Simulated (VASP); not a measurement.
# Re: density of states with PBE

Re:

```
CELL_PARAMETERS angstrom
4.38256 0.00000 0.00000
-2.19128 3.79541 0.00000
0.00000 0.00000 2.74099
ATOMIC_POSITIONS crystal
Re 0.00000 0.00000 0.00000
Re 0.33333 0.66667 0.50000
Re 0.66667 0.33333 0.50000
```

```yaml
Program: VASP 6.6.1
Task: density of states
Functional: PBE
Potentials_or_basis: VASP PAW PBE potentials, release 64 (Re)
Cutoff: 520 eV
k_mesh: 9 × 9 × 13
Occupations: fermi-dirac, width 0.08 eV
Spin: no spin polarisation
Dipole_correction: no
k_mesh_for_the_DOS: 14 × 14 × 20
Occupations_for_the_DOS: tetrahedron
Further_INCAR_settings: ALGO = Normal; EDIFF = 1e-06
```

```json
{"Valence electrons inside the program's atomic spheres": "Re 5.94, 6.17"}
```

Levels at points of the mesh, in eV from the Fermi level:
```csv
k point,band 7,band 8,band 9,band 10,band 11,band 12,band 13,band 14
"(0.00, 0.00, 0.00)",-2.73,-1.83,-0.74,-0.74,0.10,0.10,0.16,0.16
"(0.50, 0.00, 0.00)",-2.35,-1.73,-1.37,0.38,0.40,0.99,2.05,3.09
"(0.00, 0.00, 0.50)",-0.90,-0.90,-0.74,-0.74,2.82,2.82,3.77,3.77
"(0.50, 0.00, 0.50)",-2.13,-1.06,-0.81,-0.41,0.84,2.13,3.27,3.52
```

Wall time 7.1 min on 1 thread of AMD EPYC 7R13 (shared host), peak memory 0.24 GiB.

Caveat: spin-orbit coupling is left out, which moves the levels of the heavy elements.
